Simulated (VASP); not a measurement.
The system is Ag.

```
Ag
1.0
     0.00000    2.04275    2.04275
     2.04275    0.00000    2.04275
     2.04275    2.04275    0.00000
Ag
1
Direct
  0.00000 0.00000 0.00000
```

```yaml
Program: VASP 6.6.1
Task: relaxation of volume and atoms at fixed shape
Functional: LDA
Potentials_or_basis: VASP PAW LDA potentials, release 64 (Ag)
Cutoff: 500 eV
k_mesh: 11 × 11 × 11
Occupations: fermi-dirac, width 0.1 eV
Spin: no spin polarisation
```

At the start: pressure -7.3 GPa; volume 17.05 Å³/atom.

Q: Where does the relaxation end?

A: Over 3 steps the energy falls by 25.5 meV/atom and the volume is 16.01 Å³/atom (-6.1 %); space group Fm-3m (No. 225, to 0.05 Å).

The path:
```
step  energy change (eV)  largest force (eV/Å)  pressure (GPa)  volume (Å³)
   1              0.0000                0.0000           -7.27        17.05
   2             -0.0067                0.0000            8.08        15.21
   3             -0.0255                0.0000           -0.07        16.01
```

Final structure:
```yaml
crystal:
  lattice:
    - [0.00000, 2.00035, 2.00035]
    - [2.00035, 0.00000, 2.00035]
    - [2.00035, 2.00035, 0.00000]
  atoms:
    - { symbol: Ag, position: [0.00000, 0.00000, 0.00000] }
```
